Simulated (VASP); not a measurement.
# MnS (Fm-3m) in VASP: notebook, part 3 of 3

VASP 6.6.1.

**6. Relaxation of cell and atoms, BLYP+D4, collinear spin, ferromagnetic start**

The input, INCAR:

```
PREC = Accurate ; ENCUT = 600
EDIFF = 1E-6 ; ISMEAR = -1
SIGMA = 0.05 ; LREAL = False
LASPH = True ; NELM = 150
ALGO = Normal ; ISIF = 3
LWAVE = False ; LCHARG = False
ISPIN = 2 ; MAGMOM = 4 0
LORBIT = 11 ; LMAXMIX = 4
GGA = B5 ; ALDAX = 1.0
AGGAX = 1.0 ; AGGAC = 1.0
ALDAC = 0.0 ; IVDW = 13
VDW_S6 = 1.0 ; VDW_S8 = 2.34076671
VDW_A1 = 0.44488865 ; VDW_A2 = 4.0933009
IBRION = 2 ; NSW = 80
EDIFFG = -0.02
```

The input, KPOINTS:

```
Automatic mesh
0
Gamma
  9 9 9
```

The input, POSCAR:

```
MnS
1.0
    0.0000000000      2.6045000000      2.6045000000
    2.6045000000      0.0000000000      2.6045000000
    2.6045000000      2.6045000000      0.0000000000
Mn S
1 1
Direct
    0.0000000000      0.0000000000      0.0000000000
    0.5000000000      0.5000000000      0.5000000000
```

Potentials or basis: VASP PAW PBE potentials, release 64 (Mn_pv, S).

Launch:

```console
> cat potpaw_PBE.64/Mn_pv/POTCAR potpaw_PBE.64/S/POTCAR > POTCAR
> mpirun -np 1 vasp_std > vasp.out
```

OUTCAR:

```text
PREC = Accurate
   ENCUT = 600
   EDIFF = 1E-6
   ISMEAR = -1
   LREAL = False
   LASPH = True
   NELM = 150
   ISIF = 3
   ISPIN = 2
   LORBIT = 11
   GGA = B5
   IVDW = 13
   IBRION = 2
   NSW = 80
   EDIFFG = -0.02

 ion  position               nearest neighbor table
   1  0.000  0.000  0.000-   2 2.60   2 2.60   2 2.60   2 2.60   2 2.60   2 2.60
   2  0.500  0.500  0.500-   1 2.60   1 2.60   1 2.60   1 2.60   1 2.60   1 2.60

  LATTYP: Found a face centered cubic cell.
 ALAT       =     5.2090000000

  Lattice vectors:

 A1 = (   0.0000000000,   2.6045000000,   2.6045000000)
 A2 = (   2.6045000000,   0.0000000000,   2.6045000000)
 A3 = (   2.6045000000,   2.6045000000,   0.0000000000)

Analysis of symmetry for initial positions (statically):
=====================================================================
 Subroutine PRICEL returns:
 Original cell was already a primitive cell.

 Routine SETGRP: Setting up the symmetry group for a
 face centered cubic supercell.

 Subroutine GETGRP returns: Found 48 space group operations
 (whereof 48 operations were pure point group operations)
 out of a pool of 48 trial point group operations.

The static configuration has the point symmetry O_h .

Analysis of symmetry for dynamics (positions and initial velocities):
=====================================================================
 Subroutine PRICEL returns:
 Original cell was already a primitive cell.

 Routine SETGRP: Setting up the symmetry group for a
 face centered cubic supercell.

 Subroutine GETGRP returns: Found 48 space group operations
 (whereof 48 operations were pure point group operations)
 out of a pool of 48 trial point group operations.

The dynamic configuration has the point symmetry O_h .

Analysis of structural, dynamic, and magnetic symmetry:
=====================================================================
 Subroutine PRICEL returns:
 Original cell was already a primitive cell.

 Routine SETGRP: Setting up the symmetry group for a
 face centered cubic supercell.

[... 144 lines left out ...]

 number of electron      19.0000008 magnetization       4.6411586

 Free energy of the ion-electron system (eV)
  ---------------------------------------------------
  ext. energy  EPLUGINS =         0.00000000
  ---------------------------------------------------
  free energy    TOTEN  =       -12.54165366 eV

  energy without entropy =      -12.53295370  energy(sigma->0) =      -12.53730368

------------------------ aborting loop because EDIFF is reached ----------------------------------------

  DFT-D4 for vdW energy calculation

  Edisp (eV):   -1.54335
[... 111 lines left out ...]
--------------------------------------- Ionic step        4  -------------------------------------------

 number of electron      19.0000003 magnetization       4.0051380

 Free energy of the ion-electron system (eV)
  ---------------------------------------------------
  ext. energy  EPLUGINS =         0.00000000
  ---------------------------------------------------
  free energy    TOTEN  =       -12.39540823 eV

  energy without entropy =      -12.38446947  energy(sigma->0) =      -12.38993885

 E-fermi :   8.6911     XC(G=0): -10.7604

 val. band max:        8.6842505831   @ k =   0.1111   0.0000   0.0000
 cond. band min:       8.6971316320   @ k =   0.2222   0.2222   0.0000
 fundamental gap:      0.0128810488
 Fermi energy:         8.6911499904

 spin component 1

 k-point     1 :       0.0000    0.0000    0.0000
  band No.  band energies     occupation
      1     -41.4408      1.00000
      2     -41.4408      1.00000
      3     -41.4408      1.00000
      4      -6.8313      1.00000
      5       5.4805      1.00000
      6       5.4805      1.00000
      7       5.4805      1.00000
      8       5.6107      1.00000
      9       5.6107      1.00000
     10       6.6333      1.00000
     11       6.6333      1.00000
     12       6.6333      1.00000
     13      11.8756      0.00000
     14      17.9155      0.00000
[... 403 lines left out ...]
      4      -5.1254      1.00000
      5       2.1185      1.00000
      6       4.7895      1.00000
      7       4.8210      1.00000
      8       4.8210      1.00000
      9       5.9412      1.00000
     10       6.4352      1.00000
     11       6.4353      1.00000
     12       7.1936      1.00000
     13      10.2923      0.00000
     14      14.8513      0.00000
     15      20.1970      0.00000

 [... further k-points ...]

 spin component 2

 k-point     1 :       0.0000    0.0000    0.0000
  band No.  band energies     occupation
      1     -37.6098      1.00000
      2     -37.6098      1.00000
      3     -37.6098      1.00000
      4      -6.6450      1.00000
      5       6.7701      1.00000
      6       6.7701      1.00000
      7       6.7701      1.00000
      8       8.3935      0.99741
      9       8.3935      0.99741
     10       8.3935      0.99741
     11       8.4879      0.98312
     12       8.4879      0.98312
     13      12.5469      0.00000
     14      18.7895      0.00000
[... 448 lines left out ...]
  FREE ENERGIE OF THE ION-ELECTRON SYSTEM (eV)
  ---------------------------------------------------
  free  energy   TOTEN  =       -14.1661375128 eV

  energy  without entropy=      -14.1551987538  energy(sigma->0) =      -14.16066813

 reached required accuracy - stopping structural energy minimisation

 total charge

# of ion       s       p       d       tot
------------------------------------------
    1        0.241   6.205   5.072  11.518
    2        1.342   2.446   0.000   3.787
--------------------------------------------------
tot          1.583   8.651   5.072  15.305

 magnetization (x)

# of ion       s       p       d       tot
------------------------------------------
    1        0.046   0.034   3.636   3.716
    2        0.026   0.038   0.000   0.065
--------------------------------------------------
tot          0.072   0.072   3.636   3.781
```

OSZICAR:

```text
N       E                     dE             d eps       ncg     rms          rms(c)
DAV:   1     0.156753089220E+03    0.15675E+03   -0.11643E+04  2100   0.146E+03
DAV:   2    -0.659701827272E+01   -0.16335E+03   -0.15619E+03  2352   0.361E+02
[... 42 lines left out ...]
DAV:   3    -0.123956358801E+02    0.18401E-02   -0.37662E-03  2200   0.108E+00    0.194E-01
DAV:   4    -0.123954607091E+02    0.17517E-03   -0.83937E-04  2240   0.175E-01    0.126E-01
DAV:   5    -0.123954195076E+02    0.41201E-04   -0.11711E-04  2268   0.148E-01    0.710E-02
DAV:   6    -0.123954100189E+02    0.94887E-05   -0.16235E-05  2373   0.364E-02    0.301E-02
DAV:   7    -0.123954087329E+02    0.12860E-05   -0.43589E-06  2352   0.210E-02    0.115E-02
DAV:   8    -0.123954082283E+02    0.50463E-06   -0.10009E-06  1215   0.799E-03
   4 F= -.14166138E+02 E0= -.14160668E+02  d E =-.811340E-01  mag=     4.0051
```

It took 3.6 min on 1 thread of Intel Xeon Platinum 8488C (Sapphire Rapids), shared host; peak memory 0.21 GiB.

Results:

```
Free energy                                           : -14.1661 eV
Relaxed volume                                        : 15.32 Å³/atom
Relaxed cell                                          : a = 3.512 Å, b = 3.512 Å, c = 3.512 Å, α = 60.00°, β = 60.00°, γ = 60.00°
Space group after relaxing (to 0.1 Å)                 : Fm-3m (No. 225)
Energy gained by relaxing                             : 40.6 meV/atom
Ionic steps                                           : 4
Pressure after relaxing                               : 0.1 GPa
Net moment                                            : 4.01 μB per cell
Site moments                                          : Mn +3.72; S +0.07 μB
Valence electrons inside the program's atomic spheres : Mn 11.52; S 3.79
Dispersion energy per atom                            : -0.885 eV
```

Step by step:
```tsv
step	energy change (eV)	largest force (eV/Å)	pressure (GPa)	volume (Å³)
1	0.0000	0.0000	-5.39	35.33
2	-0.0686	0.0000	-2.05	32.38
3	-0.0811	0.0000	-0.22	30.80
4	-0.0811	0.0000	0.12	30.63
```

Final structure:
```cif
data_structure
_symmetry_space_group_name_H-M 'P 1'
_symmetry_Int_Tables_number 1
_cell_length_a 3.5120
_cell_length_b 3.5120
_cell_length_c 3.5120
_cell_angle_alpha 60.000
_cell_angle_beta 60.000
_cell_angle_gamma 60.000
_cell_volume 30.63
loop_
_atom_site_label
_atom_site_type_symbol
_atom_site_fract_x
_atom_site_fract_y
_atom_site_fract_z
_atom_site_occupancy
Mn1 Mn 0.00000 0.00000 0.00000 1
S1 S 0.50000 0.50000 0.50000 1
```

Caveat: the PAW data sets were made with another functional, which shifts forces and pressure a little; a cell with one magnetic atom can't hold antiferromagnetic order, which such compounds often take; semilocal functionals often make such compounds metallic where correlation or magnetic order opens a gap, which also shifts bond lengths. With open d or f shells a metallic result of BLYP can be an artefact of self-interaction; +U or a hybrid may open a gap.

**7. Summary**

| task | level | cell | cutoff (eV) | smearing | gap on the mesh (eV) | pressure (GPa) | moment (μB) | relaxed volume (Å³/atom) |
| --- | --- | --- | --- | --- | --- | --- | --- | --- |
| single point | PBE | a = 3.683 Å, angles 60.0°, 2 atoms | 520 | gaussian 0.017 eV | none | -2.8 | 4.72 | - |
| single point | PBE | a = 3.683 Å, angles 60.0°, 2 atoms | 520 | gaussian 0.018 eV | none | -2.9 | 4.72 | - |
| single point | RPBE | a = 3.697 Å, angles 60.0°, 2 atoms | 520 | fermi-dirac 0.05 eV | none | -0.1 | 4.79 | - |
| relaxation of cell and atoms | BLYP | relaxed from a = 3.683 Å, angles 60.0°, 2 atoms | 600 | fermi-dirac 0.05 eV | none | 0.1 | 4.69 | 18.05 |
| relaxation of cell and atoms | BLYP+D4 | relaxed from a = 3.683 Å, angles 60.0°, 2 atoms | 600 | fermi-dirac 0.05 eV | none | 0.1 | 4.01 | 15.32 |

Alike in all rows: potentials or basis VASP PAW PBE potentials, release 64 (Mn_pv, S); spin collinear, ferromagnetic start; k mesh 9 × 9 × 9.

Caveats: a cell with one magnetic atom can't hold antiferromagnetic order, which such compounds often take; semilocal functionals often make such compounds metallic where correlation or magnetic order opens a gap, which also shifts bond lengths; the PAW data sets were made with another functional, which shifts forces and pressure a little (at least some runs).

Total energies depend on the potentials used, so only differences within one code and one set of settings carry meaning.
